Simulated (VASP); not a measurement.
# Mg (P6/mmm) in VASP: a series of runs, part 2 of 3

VASP 6.6.1. The steps go on from the part before.

**3. Single point, PBE**

This run uses another cell than the first one, of 25.87 Å³/atom, 1.126 times its volume.

The input, INCAR:

```
ALGO = Normal
EDIFF = 1E-7
ENCUT = 520
GGA = PE
ISIF = 2
ISMEAR = 0
LASPH = True
LCHARG = False
LREAL = False
LWAVE = False
NBANDS = 9
NELM = 60
PREC = Accurate
SIGMA = 0.1
```

The input, KPOINTS:

```
k-points
0
Gamma
  6 6 4
```

The input, POSCAR:

```
Mg
1.0
    3.0746074497      0.0000000032      0.0000000000
   -1.5373037276      2.6626881565      0.0000000000
    0.0000000000      0.0000000000      6.3210010419
Mg
2
Direct
    0.0000000000      0.0000000000      0.2497333218
    0.0000000000      0.0000000000      0.7502666782
```

Potentials or basis: VASP PAW PBE potentials, release 64 (Mg).

Launch:

```bash
> cat potpaw_PBE.64/Mg/POTCAR > POTCAR
> mpirun -np 1 vasp_std > vasp.out
```

Wall time 5 s (1 thread of Intel Xeon 6975P-C (Granite Rapids), shared host); peak memory 0.15 GiB.

The run converged. Its results:

- Free energy: -2.5850 eV
- Pressure: -0.1 GPa
- Largest force: 0.005 eV/Å
- Band gap on the k mesh: zero (band 2 reaches 3.02 eV, above the bottom of band 3 at -0.27 eV)

Forces in eV/Å, atoms in the order of the input:
```
Mg   0.000  0.000  0.005
Mg   0.000  0.000 -0.005
```

Stress tensor (GPa, compression positive):
```
-0.02  0.00  0.00
 0.00 -0.02  0.00
 0.00  0.00 -0.13
```

Levels at points of the mesh, in eV from the Fermi level:
```
           k point  band 1  band 2  band 3  band 4  band 5
(0.00, 0.00, 0.00)   -6.35   -3.08   -2.20    7.55    7.89
(0.50, 0.00, 0.00)   -1.36   -0.96    1.35    2.49    2.82
(0.00, 0.00, 0.50)   -5.43   -5.42    1.84    1.84   13.32
(0.50, 0.00, 0.50)   -0.52   -0.52   -0.03   -0.02    6.54
```

Caveat: the k points lie up to 0.39 Å⁻¹ apart.

**4. Relaxation of cell and atoms, PBE**

The input, INCAR:

```
PREC     = Accurate       # precision mode
ENCUT    = 600            # plane-wave cutoff, eV
EDIFF    = 1E-6           # SCF threshold, eV
ISMEAR   = 0              # smearing method
SIGMA    = 0.1            # smearing width, eV
LREAL    = F              # projectors in reciprocal space
LASPH    = T              # aspherical terms in the spheres
NELM     = 80             # most SCF steps
ALGO     = Fast           # electronic algorithm
ISIF     = 3              # what is computed and relaxed
LWAVE    = F              # write WAVECAR
LCHARG   = F              # write CHGCAR
GGA      = PE             # functional
IBRION   = 2              # ionic algorithm
NSW      = 90             # ionic steps
EDIFFG   = -0.04          # ionic threshold
```

The input, KPOINTS:

```
Automatic mesh
0
Gamma
  6 6 4
```

The input, POSCAR:

```
Mg
1.0
    2.8165195700      0.0000000000      0.0000000000
   -1.4082597900      2.4391775000      0.0000000000
    0.0000000000      0.0000000000      6.6902160700
Mg
2
Direct
    0.0000000000      0.0000000000      0.1907002000
    0.0000000000      0.0000000000      0.8092998000
```

Potentials or basis: VASP PAW PBE potentials, release 64 (Mg).

Launch:

```bash
> cat potpaw_PBE.64/Mg/POTCAR > POTCAR
> mpirun -np 1 vasp_std > vasp.out
```

OUTCAR:

```text
PREC = Accurate
   ENCUT = 600
   EDIFF = 1E-6
   ISMEAR = 0
   LREAL = F
   LASPH = T
   NELM = 80
   ISIF = 3
   GGA = PE
   IBRION = 2
   NSW = 90
   EDIFFG = -0.04

 ion  position               nearest neighbor table
   1  0.000  0.000  0.191-   2 2.55
   2  0.000  0.000  0.809-   1 2.55

  LATTYP: Found a hexagonal cell.
 ALAT       =     2.8165195700
 C/A-ratio  =     2.3753486897

  Lattice vectors:

 A1 = (   2.8165195700,   0.0000000000,   0.0000000000)
 A2 = (  -1.4082597900,   2.4391775000,   0.0000000000)
 A3 = (   0.0000000000,   0.0000000000,   6.6902160700)

Analysis of symmetry for initial positions (statically):
=====================================================================
 Subroutine PRICEL returns:
 Original cell was already a primitive cell.

 Routine SETGRP: Setting up the symmetry group for a
 hexagonal supercell.

 Subroutine GETGRP returns: Found 24 space group operations
 (whereof 24 operations were pure point group operations)
 out of a pool of 24 trial point group operations.

The static configuration has the point symmetry D_6h.

Analysis of symmetry for dynamics (positions and initial velocities):
=====================================================================
 Subroutine PRICEL returns:
 Original cell was already a primitive cell.

 Routine SETGRP: Setting up the symmetry group for a
 hexagonal supercell.

 Subroutine GETGRP returns: Found 24 space group operations
 (whereof 24 operations were pure point group operations)
 out of a pool of 24 trial point group operations.

The dynamic configuration has the point symmetry D_6h.

 Subroutine INISYM returns: Found 24 space group operations
 (whereof 24 operations are pure point group operations),
 and found     1 'primitive' translations

----------------------------------------------------------------------------------------

                                     Primitive cell

  volume of cell :      45.9617

  direct lattice vectors                    reciprocal lattice vectors
     2.816519570  0.000000000  0.000000000     0.355048128  0.204987133  0.000000000
    -1.408259790  2.439177500  0.000000000     0.000000000  0.409974264  0.000000000
     0.000000000  0.000000000  6.690216070     0.000000000  0.000000000  0.149472004

  length of vectors
     2.816519570  2.816519574  6.690216070     0.409974264  0.409974264  0.149472004

  position of ions in fractional coordinates (direct lattice)
     0.000000000  0.000000000  0.190700200
     0.000000000  0.000000000  0.809299800

  ion indices of the primitive-cell ions
   primitive index   ion index
                 1           1
                 2           2

----------------------------------------------------------------------------------------

 KPOINTS: Automatic mesh

Automatic generation of k-mesh.
 Grid dimensions read from file:
 generate k-points for:    6    6    4

 Generating k-lattice:

  Cartesian coordinates                     Fractional coordinates (reciprocal lattice)
     0.059174688  0.034164522  0.000000000     0.166666667 -0.000000000  0.000000000
     0.000000000  0.068329044  0.000000000     0.000000000  0.166666667  0.000000000
     0.000000000  0.000000000  0.037368001     0.000000000  0.000000000  0.250000000

  Length of vectors
     0.068329044  0.068329044  0.037368001

  Shift w.r.t. Gamma in fractional coordinates (k-lattice)
     0.000000000  0.000000000  0.000000000

 Subroutine IBZKPT returns following result:
 ===========================================

 Found     21 irreducible k-points:

 Following reciprocal coordinates:
            Coordinates               Weight
  0.000000  0.000000  0.000000      1.000000
  0.166667 -0.000000  0.000000      6.000000
  0.333333  0.000000  0.000000      6.000000
  0.500000  0.000000  0.000000      3.000000
  0.166667  0.166667  0.000000      6.000000
  0.333333  0.166667  0.000000     12.000000
[... 13 lines left out ...]
  0.333333  0.166667  0.500000     12.000000
  0.333333  0.333333  0.500000      2.000000
   k-points           NKPTS =     21   k-points in BZ     NKDIM =     21   number of bands    NBANDS=      6
   number of dos      NEDOS =    301   number of ions     NIONS =      2
   total plane-waves  NPLWV =  31104
   dimension x,y,z NGX =    24 NGY =   24 NGZ =   54
   dimension x,y,z NGXF=    48 NGYF=   48 NGZF=  108
   ions per type =               2
   NGX,Y,Z   is equivalent  to a cutoff of  14.17, 14.17, 13.42 a.u.
   NGXF,Y,Z  is equivalent  to a cutoff of  28.33, 28.33, 26.84 a.u.
 SYSTEM =  unknown system
   PREC   = accura    normal or accurate (medium, high low for compatibility)
   ISTART =      0    job   : 0-new  1-cont  2-samecut
   ICHARG =      2    charge: 1-file 2-atom 10-const
   ISPIN  =      1    spin polarized calculation?
   LNONCOLLINEAR =      F non collinear calculations
   LSORBIT =      F    spin-orbit coupling
   LASPH  =      T    aspherical Exc in radial PAW
   ENCUT  =  600.0 eV  44.10 Ry    6.64 a.u.   5.63  5.63 13.36*2*pi/ulx,y,z
   NELM   =     80;   NELMIN=  2; NELMDL= -5     # of ELM steps
   EDIFF  = 0.1E-05   stopping-criterion for ELM
   LREAL  =      F    real-space projection
   EDIFFG = -.4E-01   stopping-criterion for IOM
   NSW    =     90    number of steps for IOM
   IBRION =      2    ionic relax: 0-MD 1-quasi-New 2-CG
   NFREE  =      1    steps in history (QN), initial steepest desc. (CG)
   ISIF   =      3    stress and relaxation
   ISYM   =      2    0-nonsym 1-usesym 2-fastsym
   POTIM  = 0.5000    time-step for ionic-motion
   TEBEG  =    0.0;   TEEND  =   0.0 temperature during run
   PSTRESS=    0.0 pullay stress
   NELECT =       4.0000    total number of electrons
   NUPDOWN=      -1.0000    fix difference up-down
   EMIN   =  10.00;   EMAX   =-10.00  energy-range for DOS
   EFERMI =   0.00;   METHOD = LEGACY
   ISMEAR =     0;   SIGMA  =   0.10  broadening in eV -4-tet -1-fermi 0-gaus
   EFERMI_NEDOS =   21; number of points for ismear=-14 and -15
   IALGO  =     68    algorithm
   IMIX   =      4    mixing-type and parameters
     AMIX     =   0.40;   BMIX     =  1.00
     AMIX_MAG =   1.60;   BMIX_MAG =  1.00
  volume/ion in A,a.u.               =      22.98       155.08
  Fermi-wavevector in a.u.,A,eV,Ry     =   0.725487  1.370971  7.161165  0.526331
  Thomas-Fermi vector in A             =   1.816221
   LORBIT       =      0    0 simple, 1 ext, 2 COOP (PROOUT), +10 PAW based schemes
   GGA     = PE    functional components
   LHFCALC =     F    Hartree Fock is set to
   AEXX    =    0.0000 exact exchange contribution
   IVDW    =     0    specifies the selected vdW correction
   LEPSILON=     F    determine dielectric tensor
   LRPA    =     F    only Hartree local field effects (RPA)
 conjugate gradient relaxation of ions
 non-spin polarized calculation
 RMM-DIIS sequential band-by-band and
 Gauss-broadening in eV      SIGMA  =   0.10
  energy-cutoff  :      600.00
  volume of cell :       45.96
 maximum number of plane-waves:      1550
 NGX is ok and might be reduce to    24
   NGX = 11   NGY = 11   NGZ = 27

--------------------------------------- Ionic step        1  -------------------------------------------

 number of electron       4.0000000 magnetization

 Free energy of the ion-electron system (eV)
  ---------------------------------------------------
  ext. energy  EPLUGINS =         0.00000000
  ---------------------------------------------------
  free energy    TOTEN  =        -1.73976820 eV

  energy without entropy =       -1.73337912  energy(sigma->0) =       -1.73657366

------------------------ aborting loop because EDIFF is reached ----------------------------------------

  FORCE on cell =-STRESS in cart. coord.  units (eV):
  Direction    XX          YY          ZZ          XY          YZ          ZX
  --------------------------------------------------------------------------------------
  -------------------------------------------------------------------------------------
  Total        3.6460984      3.6460984      2.9187517     -0.0000000     -0.0000000      0.0000000
  in kB      127.0991494    127.0991496    101.7446098     -0.0000003     -0.0000000      0.0000000
  external PRESSURE =     118.6476363 kB  Pullay stress =       0.0000000 kB
[... 89 lines left out ...]
  FREE ENERGIE OF THE ION-ELECTRON SYSTEM (eV)
  ---------------------------------------------------
  free  energy   TOTEN  =        -2.3539894029 eV

  energy  without entropy=       -2.3520622263  energy(sigma->0) =       -2.35302581

[... ionic steps 4 to 10 ...]

--------------------------------------- Ionic step       11  -------------------------------------------

 number of electron       4.0000000 magnetization

------------------------ aborting loop because EDIFF is reached ----------------------------------------
[... 67 lines left out ...]
--------------------------------------- Ionic step       13  -------------------------------------------

 number of electron       4.0000000 magnetization

 Free energy of the ion-electron system (eV)
  ---------------------------------------------------
  ext. energy  EPLUGINS =         0.00000000
  ---------------------------------------------------
  free energy    TOTEN  =        -2.58483452 eV

  energy without entropy =       -2.57582711  energy(sigma->0) =       -2.58033082

 E-fermi :   1.9349     XC(G=0):  -8.1085

 val. band max:        1.9124231452   @ k =   0.5000   0.0000   0.5000
 cond. band min:       1.9491022201   @ k =   0.5000   0.0000   0.5000
 fundamental gap:      0.0366790749
 Fermi energy:         1.9348779987

 k-point     1 :       0.0000    0.0000    0.0000
  band No.  band energies     occupation
      1      -4.4256      2.00000
      2      -1.1701      2.00000
      3      -0.2683      2.00000
      4       9.4629      0.00000
      5       9.7782      0.00000
      6      14.5955      0.00000
[... 207 lines left out ...]
  FREE ENERGIE OF THE ION-ELECTRON SYSTEM (eV)
  ---------------------------------------------------
  free  energy   TOTEN  =        -2.5848345225 eV

  energy  without entropy=       -2.5758271108  energy(sigma->0) =       -2.58033082

 reached required accuracy - stopping structural energy minimisation
```

Run time: 42 s. Hardware: 1 thread of Intel Xeon 6975P-C (Granite Rapids), shared host; peak memory 0.17 GiB.

What came out:

- Free energy: -2.5848 eV
- Relaxed volume: 25.78 Å³/atom
- Relaxed cell: a = 3.067 Å, b = 3.067 Å, c = 6.329 Å, α = 90.00°, β = 90.00°, γ = 120.00°
- Space group after relaxing (to 0.05 Å): P6/mmm (No. 191)
- Energy gained by relaxing: 422.5 meV/atom
- Ionic steps: 13
- Pressure after relaxing: 0.1 GPa
- Largest force after relaxing: 0.020 eV/Å
- Band gap on the k mesh: zero (band 2 reaches 3.03 eV, above the bottom of band 3 at -0.27 eV)

Forces on the atoms (eV/Å):
```
Mg   0.000  0.000  0.020
Mg   0.000  0.000 -0.020
```

The path:
```tsv
step	energy change (eV)	largest force (eV/Å)	pressure (GPa)	volume (Å³)
1	0.0000	1.8088	11.86	45.96
2	-0.5998	0.6323	0.36	58.23
3	-0.6142	0.4758	-0.97	61.17
4	-0.6141	0.4920	-0.84	60.83
5	-0.6422	0.3869	-0.57	59.76
6	-0.6671	0.2127	0.24	57.55
7	-0.6851	0.2126	0.14	57.13
8	-0.7391	0.2171	-0.11	55.88
9	-0.8296	0.1490	-0.34	53.34
10	-0.6287	1.2336	2.36	48.09
11	-0.8357	0.1532	-0.19	52.70
12	-0.8421	0.1219	0.36	50.74
13	-0.8451	0.0198	0.06	51.55
```

Final structure:
```
Mg
1.0
     3.06686    0.00000    0.00000
    -1.53343    2.65598    0.00000
     0.00000    0.00000    6.32884
Mg
2
Direct
  0.00000 0.00000 0.24889
  0.00000 0.00000 0.75111
```

Caveat: the k points lie up to 0.39 Å⁻¹ apart in the final cell.

[end of part 2 of 3]
